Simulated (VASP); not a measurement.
# LiH (Pm-3m) in VASP: settings compared

LiH is run at these levels: PBE, LDA, r2SCAN; tasks: single point.

All numbers are computed with VASP 6.6.1; they aren't measurements. Logs are shortened: lines on timing, memory, paths and dates and some standing lists are left out, and cuts for length are marked.

## Step 1: The cell of the first run

Symmetry: Pm-3m, No. 221, cubic system. Conventional cell: a = 2.502 Å, b = 2.502 Å, c = 2.502 Å, α = 90.00°, β = 90.00°, γ = 90.00°. Li (site symmetry m-3m) has 8 H at 2.17 Å and 6 Li at 2.50 Å within 2.9 Å. H (site symmetry m-3m) has 8 Li at 2.17 Å and 6 H at 2.50 Å within 2.9 Å.

## Step 2: Single point, PBE

INCAR reads:

```
SYSTEM = LiH
PREC = Accurate
ENCUT = 520
EDIFF = 1E-7
ISMEAR = -1
SIGMA = 0.02
LREAL = .FALSE.
LASPH = .TRUE.
NELM = 100
ALGO = Normal
ISIF = 2
LWAVE = .FALSE.
LCHARG = .FALSE.
GGA = PE
NBANDS = 9
```

KPOINTS reads:

```
Automatic mesh
0
G
  10 10 10
  0 0 0
```

POSCAR reads:

```
LiH
1.0
    2.5016587118      0.0000000000      0.0000000000
    0.0000000000      2.5016587118      0.0000000000
    0.0000000000      0.0000000000      2.5016587118
Li H
1 1
Direct
    0.0000000000      0.0000000000      0.0000000000
    0.5000000000      0.5000000000      0.5000000000
```

Potentials or basis: VASP PAW PBE potentials, release 64 (Li_sv, H).

On the command line:

```sh
> cat potpaw_PBE.64/Li_sv/POTCAR potpaw_PBE.64/H/POTCAR > POTCAR
> mpirun -np 1 vasp_std > vasp.out
```

OUTCAR:

```text
SYSTEM = LiH
   PREC = Accurate
   ENCUT = 520
   EDIFF = 1E-7
   ISMEAR = -1
   LREAL = .FALSE.
   LASPH = .TRUE.
   NELM = 100
   ISIF = 2
   GGA = PE

 ion  position               nearest neighbor table
   1  0.000  0.000  0.000-
   2  0.500  0.500  0.500-

  LATTYP: Found a simple cubic cell.
 ALAT       =     2.5016587118

  Lattice vectors:

 A1 = (   2.5016587118,   0.0000000000,   0.0000000000)
 A2 = (   0.0000000000,   2.5016587118,   0.0000000000)
 A3 = (   0.0000000000,   0.0000000000,   2.5016587118)

Analysis of symmetry for initial positions (statically):
=====================================================================
 Subroutine PRICEL returns:
 Original cell was already a primitive cell.

 Routine SETGRP: Setting up the symmetry group for a
 simple cubic supercell.

 Subroutine GETGRP returns: Found 48 space group operations
 (whereof 48 operations were pure point group operations)
 out of a pool of 48 trial point group operations.

The static configuration has the point symmetry O_h .

Analysis of symmetry for dynamics (positions and initial velocities):
=====================================================================
 Subroutine PRICEL returns:
 Original cell was already a primitive cell.

 Routine SETGRP: Setting up the symmetry group for a
 simple cubic supercell.

 Subroutine GETGRP returns: Found 48 space group operations
 (whereof 48 operations were pure point group operations)
 out of a pool of 48 trial point group operations.

The dynamic configuration has the point symmetry O_h .

 Subroutine INISYM returns: Found 48 space group operations
 (whereof 48 operations are pure point group operations),
 and found     1 'primitive' translations

----------------------------------------------------------------------------------------

                                     Primitive cell

  volume of cell :      15.6561

  direct lattice vectors                    reciprocal lattice vectors
     2.501658712  0.000000000  0.000000000     0.399734782  0.000000000  0.000000000
     0.000000000  2.501658712  0.000000000     0.000000000  0.399734782  0.000000000
     0.000000000  0.000000000  2.501658712     0.000000000  0.000000000  0.399734782

  length of vectors
     2.501658712  2.501658712  2.501658712     0.399734782  0.399734782  0.399734782

  position of ions in fractional coordinates (direct lattice)
     0.000000000  0.000000000  0.000000000
     0.500000000  0.500000000  0.500000000

  ion indices of the primitive-cell ions
   primitive index   ion index
                 1           1
                 2           2

----------------------------------------------------------------------------------------

 KPOINTS: Automatic mesh

Automatic generation of k-mesh.
 Grid dimensions read from file:
 generate k-points for:   10   10   10

 Generating k-lattice:

  Cartesian coordinates                     Fractional coordinates (reciprocal lattice)
     0.039973478  0.000000000  0.000000000     0.100000000  0.000000000  0.000000000
     0.000000000  0.039973478  0.000000000     0.000000000  0.100000000  0.000000000
     0.000000000  0.000000000  0.039973478     0.000000000  0.000000000  0.100000000

  Length of vectors
     0.039973478  0.039973478  0.039973478

  Shift w.r.t. Gamma in fractional coordinates (k-lattice)
     0.000000000  0.000000000  0.000000000

 Subroutine IBZKPT returns following result:
 ===========================================

 Found     56 irreducible k-points:

 Following reciprocal coordinates:
            Coordinates               Weight
  0.000000  0.000000  0.000000      1.000000
  0.100000  0.000000  0.000000      6.000000
  0.200000  0.000000  0.000000      6.000000
  0.300000  0.000000  0.000000      6.000000
  0.400000  0.000000  0.000000      6.000000
  0.500000  0.000000  0.000000      3.000000
[... 16 lines left out ...]
  0.200000  0.100000  0.100000     24.000000
  0.300000  0.100000  0.100000     24.000000
 [... further k-points ...]
   k-points           NKPTS =     56   k-points in BZ     NKDIM =     56   number of bands    NBANDS=      9
   number of dos      NEDOS =    301   number of ions     NIONS =      2
   total plane-waves  NPLWV =   8000
   dimension x,y,z NGX =    20 NGY =   20 NGZ =   20
   dimension x,y,z NGXF=    40 NGYF=   40 NGZF=   40
   ions per type =               1   1
   NGX,Y,Z   is equivalent  to a cutoff of  13.29, 13.29, 13.29 a.u.
   NGXF,Y,Z  is equivalent  to a cutoff of  26.58, 26.58, 26.58 a.u.
 SYSTEM =  LiH
   PREC   = accura    normal or accurate (medium, high low for compatibility)
   ISTART =      0    job   : 0-new  1-cont  2-samecut
   ICHARG =      2    charge: 1-file 2-atom 10-const
   ISPIN  =      1    spin polarized calculation?
   LNONCOLLINEAR =      F non collinear calculations
   LSORBIT =      F    spin-orbit coupling
   LASPH  =      T    aspherical Exc in radial PAW
   ENCUT  =  520.0 eV  38.22 Ry    6.18 a.u.   4.65  4.65  4.65*2*pi/ulx,y,z
   NELM   =    100;   NELMIN=  2; NELMDL= -5     # of ELM steps
   EDIFF  = 0.1E-06   stopping-criterion for ELM
   LREAL  =      F    real-space projection
   EDIFFG = 0.1E-05   stopping-criterion for IOM
   NSW    =      0    number of steps for IOM
   IBRION =     -1    ionic relax: 0-MD 1-quasi-New 2-CG
   NFREE  =      0    steps in history (QN), initial steepest desc. (CG)
   ISIF   =      2    stress and relaxation
   ISYM   =      2    0-nonsym 1-usesym 2-fastsym
   POTIM  = 0.5000    time-step for ionic-motion
   TEBEG  =    0.0;   TEEND  =   0.0 temperature during run
   PSTRESS=    0.0 pullay stress
   NELECT =       4.0000    total number of electrons
   NUPDOWN=      -1.0000    fix difference up-down
   EMIN   =  10.00;   EMAX   =-10.00  energy-range for DOS
   EFERMI =   0.00;   METHOD = LEGACY
   ISMEAR =    -1;   SIGMA  =   0.02  broadening in eV -4-tet -1-fermi 0-gaus
   EFERMI_NEDOS =   21; number of points for ismear=-14 and -15
   IALGO  =     38    algorithm
   IMIX   =      4    mixing-type and parameters
     AMIX     =   0.40;   BMIX     =  1.00
     AMIX_MAG =   1.60;   BMIX_MAG =  1.00
  volume/ion in A,a.u.               =       7.83        52.83
  Fermi-wavevector in a.u.,A,eV,Ry     =   1.038804  1.963054 14.682222  1.079113
  Thomas-Fermi vector in A             =   2.173305
   LORBIT       =      0    0 simple, 1 ext, 2 COOP (PROOUT), +10 PAW based schemes
   GGA     = PE    functional components
   LHFCALC =     F    Hartree Fock is set to
   AEXX    =    0.0000 exact exchange contribution
   IVDW    =     0    specifies the selected vdW correction
   LEPSILON=     F    determine dielectric tensor
   LRPA    =     F    only Hartree local field effects (RPA)
 non-spin polarized calculation
  energy-cutoff  :      520.00
  volume of cell :       15.66
 maximum number of plane-waves:       441
 NGX is ok and might be reduce to    20
   NGX =  9   NGY =  9   NGZ =  9

 number of electron       4.0000011 magnetization

 Free energy of the ion-electron system (eV)
  ---------------------------------------------------
  ext. energy  EPLUGINS =         0.00000000
  ---------------------------------------------------
  free energy    TOTEN  =        -5.65969784 eV

  energy without entropy =       -5.65969784  energy(sigma->0) =       -5.65969784

 E-fermi :   3.9189     XC(G=0):  -8.6593

 val. band max:        3.5498183943   @ k =   0.5000   0.5000   0.5000
 cond. band min:       4.2819030706   @ k =   0.5000   0.0000   0.0000
 fundamental gap:      0.7320846763
 Fermi energy:         3.9188614238

 k-point     1 :       0.0000    0.0000    0.0000
  band No.  band energies     occupation
      1     -44.5710      2.00000
      2      -5.2848      2.00000
      3      15.5155      0.00000
      4      15.5155      0.00000
      5      15.5155      0.00000
      6      16.1164      0.00000
      7      18.6613      0.00000
      8      18.6613      0.00000
      9      35.2542      0.00000

 k-point     2 :       0.1000    0.0000    0.0000
  band No.  band energies     occupation
      1     -44.5659      2.00000
      2      -5.1332      2.00000
      3      12.7750      0.00000
      4      15.7408      0.00000
      5      15.7408      0.00000
      6      16.2312      0.00000
      7      18.9001      0.00000
      8      21.6207      0.00000
      9      33.7293      0.00000

 k-point     3 :       0.2000    0.0000    0.0000
  band No.  band energies     occupation
      1     -44.5524      2.00000
      2      -4.6971      2.00000
      3       9.5781      0.00000
      4      15.8939      0.00000
      5      16.4104      0.00000
      6      16.4104      0.00000
      7      19.6157      0.00000
      8      26.1474      0.00000
      9      30.6088      0.00000

 k-point     4 :       0.3000    0.0000    0.0000
  band No.  band energies     occupation
      1     -44.5358      2.00000
      2      -4.0459      2.00000
      3       6.9076      0.00000
      4      15.4598      0.00000
      5      17.4954      0.00000
      6      17.4954      0.00000
      7      20.8040      0.00000
      8      27.4412      0.00000
      9      27.4412      0.00000
[... 205 lines left out ...]
 k-point    22 :       0.1000    0.1000    0.1000
  band No.  band energies     occupation
      1     -44.5558      2.00000
      2      -4.8210      2.00000
      3      12.7800      0.00000
      4      12.7800      0.00000
      5      13.5841      0.00000
      6      18.2776      0.00000
      7      22.7789      0.00000
      8      22.7789      0.00000
      9      31.6055      0.00000

 k-point    23 :       0.2000    0.1000    0.1000
  band No.  band energies     occupation
      1     -44.5426      2.00000
      2      -4.3656      2.00000
      3       9.7626      0.00000
      4      13.4702      0.00000
      5      13.4879      0.00000
      6      18.7797      0.00000
      7      23.4426      0.00000
      8      26.8001      0.00000
      9      27.9414      0.00000

 k-point    24 :       0.3000    0.1000    0.1000
  band No.  band energies     occupation
      1     -44.5264      2.00000
      2      -3.6816      2.00000
      3       7.0992      0.00000
      4      13.4799      0.00000
      5      14.6014      0.00000
      6      19.2237      0.00000
      7      23.9770      0.00000
      8      25.1562      0.00000
      9      28.1981      0.00000

 [... further k-points ...]
[... 5 lines left out ...]
  --------------------------------------------------------------------------------------
  -------------------------------------------------------------------------------------
  Total        0.0054887      0.0054887      0.0054887     -0.0000000     -0.0000000      0.0000000
  in kB        0.5616857      0.5616857      0.5616857     -0.0000000     -0.0000000      0.0000000
  external PRESSURE =       0.5616857 kB  Pullay stress =       0.0000000 kB

 VOLUME and BASIS-vectors are now :
 -----------------------------------------------------------------------------
  energy-cutoff  :      520.00
  volume of cell :       15.66
      direct lattice vectors                 reciprocal lattice vectors
     2.501658712  0.000000000  0.000000000     0.399734782  0.000000000  0.000000000
     0.000000000  2.501658712  0.000000000     0.000000000  0.399734782  0.000000000
     0.000000000  0.000000000  2.501658712     0.000000000  0.000000000  0.399734782

 POSITION                                       TOTAL-FORCE (eV/Angst)
 -----------------------------------------------------------------------------------
      0.00000      0.00000      0.00000         0.000000      0.000000      0.000000
      1.25083      1.25083      1.25083         0.000000      0.000000      0.000000
 -----------------------------------------------------------------------------------
    total drift:                               -0.000000      0.000000      0.000000

  FREE ENERGIE OF THE ION-ELECTRON SYSTEM (eV)
  ---------------------------------------------------
  free  energy   TOTEN  =        -5.6596978437 eV

  energy  without entropy=       -5.6596978437  energy(sigma->0) =       -5.65969784
```

It took 8.4 s on 1 thread of AMD EPYC 7R43 (Zen 3), shared host; peak memory 0.08 GiB.

Results:

```
Free energy            : -5.6597 eV
Band gap on the k mesh : 0.73 eV, indirect (least direct gap 4.21 eV)
```

Caveat: the cutoff is under 1.25 times the usual one of these potentials, so pressure, stress and relaxed cells hold a basis-set (Pulay) error. A k mesh can miss the band edges.

## Step 3: Single point, LDA

INCAR reads:

```
SYSTEM = LiH
ALGO = Normal
EDIFF = 1E-7
ENCUT = 520
GGA = CA
ISIF = 2
ISMEAR = 0
LASPH = .True.
LCHARG = .False.
LREAL = .False.
LWAVE = .False.
NBANDS = 9
NELM = 100
PREC = Accurate
SIGMA = 0.01
```

KPOINTS reads:

```
k-points
0
Gamma
  10 10 10
  0 0 0
```

POSCAR is that of step 2.

Potentials or basis: VASP PAW LDA potentials, release 64 (Li_sv, H).

On the command line:

```sh
> cat potpaw_LDA.64/Li_sv/POTCAR potpaw_LDA.64/H/POTCAR > POTCAR
> mpirun -np 1 vasp_std > vasp.out
```

Run time: 9.1 s. Hardware: 1 thread of AMD EPYC 7R43 (Zen 3), shared host; peak memory 0.08 GiB.

Results (log left out):

```
Free energy            : -6.0262 eV
Band gap on the k mesh : 0.38 eV, indirect (least direct gap 3.85 eV)
```

Levels at points of the mesh, in eV from the valence-band top:
| k point | band 1 | band 2 | band 3 | band 4 | band 5 |
| --- | --- | --- | --- | --- | --- |
| (0.00, 0.00, 0.00) | -47.36 | -9.04 | 11.46 | 11.46 | 11.46 |
| (0.50, 0.00, 0.00) | -47.30 | -6.83 | 0.38 | 11.19 | 15.67 |
| (0.50, 0.50, 0.00) | -47.24 | -2.77 | 1.08 | 1.08 | 8.71 |
| (0.50, 0.50, 0.50) | -47.19 | 0.00 | 5.88 | 5.88 | 5.88 |

Caveat: the cutoff is under 1.25 times the usual one of these potentials, so pressure, stress and relaxed cells hold a basis-set (Pulay) error.

## Step 4: Single point, r2SCAN

POSCAR is that of step 3.

INCAR.step1 reads:

```
PREC = Accurate
ENCUT = 520
ISMEAR = -1
SIGMA = 0.02
LREAL = False
LASPH = True
NELM = 60
NBANDS = 9
GGA = PE
ALGO = Normal
EDIFF = 1E-4
LWAVE = True
LCHARG = False
```

INCAR.step2 reads:

```
PREC = Accurate
ENCUT = 520
EDIFF = 1E-6
ISMEAR = -1
SIGMA = 0.02
LREAL = False
LASPH = True
NELM = 60
ALGO = Normal
ISIF = 2
LWAVE = False
LCHARG = False
METAGGA = R2SCAN
LMIXTAU = True
NBANDS = 9
ISTART = 1
```

KPOINTS reads:

```
Automatic mesh
0
Gamma
  10 10 10
```

Potentials or basis: VASP PAW PBE potentials, release 64 (Li_sv, H).

On the command line:

```sh
> cat potpaw_PBE.64/Li_sv/POTCAR potpaw_PBE.64/H/POTCAR > POTCAR
> cp INCAR.step1 INCAR
> mpirun -np 1 vasp_std > vasp.out
> cp INCAR.step2 INCAR
> mpirun -np 1 vasp_std > vasp.out
```

It took 39 s on 1 thread of AMD EPYC 7R43 (Zen 3), shared host; peak memory 0.08 GiB.

The run converged. Its results:

| Item | Value |
| --- | --- |
| Free energy | -6.3396 eV |
| Band gap on the k mesh | 1.30 eV, indirect (least direct gap 4.89 eV) |

Levels at points of the mesh, in eV from the valence-band top:
| k point | band 1 | band 2 | band 3 | band 4 | band 5 | band 6 | band 7 |
| --- | --- | --- | --- | --- | --- | --- | --- |
| (0.00, 0.00, 0.00) | -49.80 | -9.12 | 13.04 | 13.04 | 13.04 | 14.08 | 16.07 |
| (0.50, 0.00, 0.00) | -49.75 | -6.86 | 1.30 | 12.73 | 18.00 | 18.00 | 20.63 |
| (0.50, 0.50, 0.00) | -49.70 | -2.87 | 2.02 | 2.02 | 10.47 | 21.76 | 22.06 |
| (0.50, 0.50, 0.50) | -49.66 | 0.00 | 7.51 | 7.51 | 7.51 | 9.09 | 9.09 |

Caveat: the cutoff is under 1.25 times the usual one of these potentials, so pressure, stress and relaxed cells hold a basis-set (Pulay) error; the PAW data sets were made with another functional, which shifts forces and pressure a little. A k mesh can miss the band edges.

## Step 5: Summary

```csv
level,potentials or basis,smearing,gap on the mesh (eV)
PBE,"VASP PAW PBE potentials, release 64 (Li_sv, H)",fermi-dirac 0.02 eV,0.73
LDA,"VASP PAW LDA potentials, release 64 (Li_sv, H)",gaussian 0.01 eV,0.38
r2SCAN,"VASP PAW PBE potentials, release 64 (Li_sv, H)",fermi-dirac 0.02 eV,1.30
```

Alike in all rows: task single point; no spin polarisation; cell a = 2.502 Å, 2 atoms; k mesh 10 × 10 × 10; cutoff (eV) 520.

Caveats: the cutoff is under 1.25 times the usual one of these potentials, so pressure, stress and relaxed cells hold a basis-set (Pulay) error; the PAW data sets were made with another functional, which shifts forces and pressure a little (some runs).

Absolute energies hang on the potentials; compare differences alone.
